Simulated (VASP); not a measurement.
# TePb (Fm-3m) in VASP: relaxation of cell and atoms with r2SCAN

Aim: the relaxation of cell and atoms of TePb with r2SCAN.

Program: VASP 6.6.1. These are calculated values, not measurements. Logs are shortened: lines on timing, memory, paths and dates and some standing lists are left out, and cuts for length are marked.

## Step 1: The cell of the first run

The structure is cubic, space group Fm-3m (No. 225). The conventional cell has a = 6.542 Å, b = 6.542 Å, c = 6.542 Å, α = 90.00°, β = 90.00°, γ = 90.00°. Te (site symmetry m-3m) has 6 Pb at 3.27 Å within 4.3 Å. Within 4.3 Å of Pb (site symmetry m-3m) lie 6 Te at 3.27 Å.

## Step 2: Relaxation of cell and atoms, r2SCAN

POSCAR reads:

```
TePb
1.0
    0.0000000000      3.2708968051      3.2708968051
    3.2708968051      0.0000000000      3.2708968051
    3.2708968051      3.2708968051      0.0000000000
Te Pb
1 1
Direct
    0.0000000000      0.0000000000      0.0000000000
    0.5000000000      0.5000000000      0.5000000000
```

INCAR.step1 reads:

```
ALGO = Normal
EDIFF = 1E-4
ENCUT = 600
GGA = PE
ISMEAR = 0
LASPH = True
LCHARG = False
LREAL = False
LWAVE = True
NELM = 80
PREC = Accurate
SIGMA = 0.02
```

INCAR.step2 reads:

```
ALGO = Normal
EDIFF = 1E-7
EDIFFG = -0.005
ENCUT = 600
IBRION = 2
ISIF = 3
ISMEAR = 0
ISTART = 1
LASPH = True
LCHARG = False
LMIXTAU = True
LREAL = False
LWAVE = False
METAGGA = R2SCAN
NELM = 80
NSW = 100
PREC = Accurate
SIGMA = 0.02
```

KPOINTS reads:

```
k-points
0
Gamma
  8 8 8
```

Potentials or basis: VASP PAW PBE potentials, release 64 (Te, Pb_d).

The run is started by

```sh
cat potpaw_PBE.64/Te/POTCAR potpaw_PBE.64/Pb_d/POTCAR > POTCAR
cp INCAR.step1 INCAR
mpirun -np 1 vasp_std > vasp.out
cp INCAR.step2 INCAR
mpirun -np 1 vasp_std > vasp.out
```

OUTCAR:

```text
EDIFF = 1E-7
   EDIFFG = -0.005
   ENCUT = 600
   IBRION = 2
   ISIF = 3
   ISMEAR = 0
   ISTART = 1
   LASPH = True
   LREAL = False
   METAGGA = R2SCAN
   NELM = 80
   NSW = 100
   PREC = Accurate

 ion  position               nearest neighbor table
   1  0.000  0.000  0.000-   2 3.27   2 3.27   2 3.27   2 3.27   2 3.27   2 3.27
   2  0.500  0.500  0.500-   1 3.27   1 3.27   1 3.27   1 3.27   1 3.27   1 3.27

  LATTYP: Found a face centered cubic cell.
 ALAT       =     6.5417936102

  Lattice vectors:

 A1 = (   0.0000000000,   3.2708968051,   3.2708968051)
 A2 = (   3.2708968051,   0.0000000000,   3.2708968051)
 A3 = (   3.2708968051,   3.2708968051,   0.0000000000)

Analysis of symmetry for initial positions (statically):
=====================================================================
 Subroutine PRICEL returns:
 Original cell was already a primitive cell.

 Routine SETGRP: Setting up the symmetry group for a
 face centered cubic supercell.

 Subroutine GETGRP returns: Found 48 space group operations
 (whereof 48 operations were pure point group operations)
 out of a pool of 48 trial point group operations.

The static configuration has the point symmetry O_h .

Analysis of symmetry for dynamics (positions and initial velocities):
=====================================================================
 Subroutine PRICEL returns:
 Original cell was already a primitive cell.

 Routine SETGRP: Setting up the symmetry group for a
 face centered cubic supercell.

 Subroutine GETGRP returns: Found 48 space group operations
 (whereof 48 operations were pure point group operations)
 out of a pool of 48 trial point group operations.

The dynamic configuration has the point symmetry O_h .

 Subroutine INISYM returns: Found 48 space group operations
 (whereof 48 operations are pure point group operations),
 and found     1 'primitive' translations

----------------------------------------------------------------------------------------

                                     Primitive cell

  volume of cell :      69.9891

  direct lattice vectors                    reciprocal lattice vectors
     0.000000000  3.270896805  3.270896805    -0.152863276  0.152863276  0.152863276
     3.270896805  0.000000000  3.270896805     0.152863276 -0.152863276  0.152863276
     3.270896805  3.270896805  0.000000000     0.152863276  0.152863276 -0.152863276

  length of vectors
     4.625746623  4.625746623  4.625746623     0.264766960  0.264766960  0.264766960

  position of ions in fractional coordinates (direct lattice)
     0.000000000  0.000000000  0.000000000
     0.500000000  0.500000000  0.500000000

  ion indices of the primitive-cell ions
[... 100 lines left out ...]
   METAGGA = R2SCAN    functional components
   LHFCALC =     F    Hartree Fock is set to
   AEXX    =    0.0000 exact exchange contribution
   IVDW    =     0    specifies the selected vdW correction
   LEPSILON=     F    determine dielectric tensor
   LRPA    =     F    only Hartree local field effects (RPA)
 conjugate gradient relaxation of ions
 non-spin polarized calculation
 Gauss-broadening in eV      SIGMA  =   0.02
  energy-cutoff  :      600.00
  volume of cell :       69.99
 maximum number of plane-waves:      2357
 NGX is ok and might be reduce to    40
   NGX = 19   NGY = 19   NGZ = 19

--------------------------------------- Ionic step        1  -------------------------------------------

 number of electron      20.0000001 magnetization

 Free energy of the ion-electron system (eV)
  ---------------------------------------------------
  ext. energy  EPLUGINS =         0.00000000
  ---------------------------------------------------
  free energy    TOTEN  =       -82.70661566 eV

  energy without entropy =      -82.70661566  energy(sigma->0) =      -82.70661566

------------------------ aborting loop because EDIFF is reached ----------------------------------------

  FORCE on cell =-STRESS in cart. coord.  units (eV):
  Direction    XX          YY          ZZ          XY          YZ          ZX
  --------------------------------------------------------------------------------------
  -------------------------------------------------------------------------------------
  Total       -0.0496616     -0.0496616     -0.0496616      0.0000000     -0.0000000     -0.0000000
  in kB       -1.1368437     -1.1368437     -1.1368437      0.0000000     -0.0000000     -0.0000000
  external PRESSURE =      -1.1368437 kB  Pullay stress =       0.0000000 kB
[... 59 lines left out ...]
--------------------------------------- Ionic step        3  -------------------------------------------

 number of electron      20.0000001 magnetization

 Free energy of the ion-electron system (eV)
  ---------------------------------------------------
  ext. energy  EPLUGINS =         0.00000000
  ---------------------------------------------------
  free energy    TOTEN  =       -82.70668758 eV

  energy without entropy =      -82.70668758  energy(sigma->0) =      -82.70668758

 E-fermi :   5.1829     XC(G=0):  -9.6525

 val. band max:        5.0667579705   @ k =   0.5000   0.0000   0.0000
 cond. band min:       6.1605204235   @ k =   0.5000   0.0000   0.0000
 fundamental gap:      1.0937624530
 Fermi energy:         5.1829484979

 k-point     1 :       0.0000    0.0000    0.0000
  band No.  band energies     occupation
      1     -12.2484      2.00000
      2     -12.2484      2.00000
      3     -12.2392      2.00000
      4     -12.2392      2.00000
      5     -12.2392      2.00000
      6      -7.1534      2.00000
      7      -0.6522      2.00000
      8       3.7144      2.00000
      9       3.7144      2.00000
     10       3.7144      2.00000
     11       9.3844      0.00000
     12       9.3844      0.00000
     13       9.3844      0.00000
     14      11.3346      0.00000
[... 377 lines left out ...]
      1     -12.2755      2.00000
      2     -12.2560      2.00000
      3     -12.2337      2.00000
      4     -12.2289      2.00000
      5     -12.2219      2.00000
      6      -5.5461      2.00000
      7      -3.3820      2.00000
      8       2.3644      2.00000
      9       2.5651      2.00000
     10       4.5943      2.00000
     11       6.6784      0.00000
     12       8.8766      0.00000
     13       9.2856      0.00000
     14      12.3462      0.00000

 [... further k-points ...]

------------------------ aborting loop because EDIFF is reached ----------------------------------------

  FORCE on cell =-STRESS in cart. coord.  units (eV):
  Direction    XX          YY          ZZ          XY          YZ          ZX
  --------------------------------------------------------------------------------------
  -------------------------------------------------------------------------------------
  Total        0.0013715      0.0013715      0.0013715      0.0000000     -0.0000000     -0.0000000
  in kB        0.0314851      0.0314851      0.0314851      0.0000000     -0.0000000     -0.0000000
  external PRESSURE =       0.0314851 kB  Pullay stress =       0.0000000 kB
[... 17 lines left out ...]
  FREE ENERGIE OF THE ION-ELECTRON SYSTEM (eV)
  ---------------------------------------------------
  free  energy   TOTEN  =       -82.7066875786 eV

  energy  without entropy=      -82.7066875786  energy(sigma->0) =      -82.70668758

 reached required accuracy - stopping structural energy minimisation
```

OUTCAR.step1:

```text
EDIFF = 1E-4
   ENCUT = 600
   GGA = PE
   ISMEAR = 0
   LASPH = True
[... 629 lines left out ...]
 -----------------------------------------------------------------------------------
      0.00000      0.00000      0.00000         0.000000     -0.000000     -0.000000
      3.27090      3.27090      3.27090        -0.000000      0.000000      0.000000
 -----------------------------------------------------------------------------------
    total drift:                               -0.000000     -0.000000      0.000000

  FREE ENERGIE OF THE ION-ELECTRON SYSTEM (eV)
  ---------------------------------------------------
  free  energy   TOTEN  =        -7.5216221315 eV

  energy  without entropy=       -7.5216221315  energy(sigma->0) =       -7.52162213
```

OSZICAR.step1:

```text
N       E                     dE             d eps       ncg     rms          rms(c)
DAV:   1     0.152813493253E+03    0.15281E+03   -0.10139E+04   812   0.154E+03
DAV:   2     0.402146238558E+01   -0.14879E+03   -0.14622E+03   848   0.342E+02
DAV:   3    -0.736827531774E+01   -0.11390E+02   -0.11281E+02  1100   0.990E+01
DAV:   4    -0.764869770300E+01   -0.28042E+00   -0.28032E+00   900   0.187E+01
DAV:   5    -0.765986906174E+01   -0.11171E-01   -0.11171E-01  1158   0.369E+00    0.311E+00
DAV:   6    -0.752310691382E+01    0.13676E+00   -0.33361E-01  1120   0.446E+00    0.188E+00
DAV:   7    -0.751956170241E+01    0.35452E-02   -0.93086E-02  1014   0.171E+00    0.900E-01
DAV:   8    -0.752175204393E+01   -0.21903E-02   -0.11068E-02   902   0.126E+00    0.140E-01
DAV:   9    -0.752156204079E+01    0.19000E-03   -0.14341E-03  1076   0.456E-01    0.587E-02
DAV:  10    -0.752162213155E+01   -0.60091E-04   -0.16094E-04   764   0.100E-01
   1 F= -.75216221E+01 E0= -.75216221E+01  d E =-.304100E-28
```

Run time: 11 min. Hardware: 1 thread of Intel Xeon 8259CL, shared host; peak memory 0.28 GiB.

What came out:

```
Free energy                           : -82.7067 eV
Relaxed volume                        : 34.90 Å³/atom
Relaxed cell                          : a = 4.621 Å, b = 4.621 Å, c = 4.621 Å, α = 60.00°, β = 60.00°, γ = 60.00°
Space group after relaxing (to 0.1 Å) : Fm-3m (No. 225)
Energy gained by relaxing             : 0.0 meV/atom
Ionic steps                           : 3
Pressure after relaxing               : 0.0 GPa
Band gap on the k mesh                : 1.09 eV
```

Final structure:
```
Te Pb
1.0
     0.00000    3.26783    3.26783
     3.26783    0.00000    3.26783
     3.26783    3.26783    0.00000
Te Pb
1 1
Direct
  0.00000 0.00000 0.00000
  0.50000 0.50000 0.50000
```

Caveat: the PAW data sets were made with another functional, which shifts forces and pressure a little; spin-orbit coupling is left out, which moves the levels of the heavy elements. A k mesh can miss the band edges.
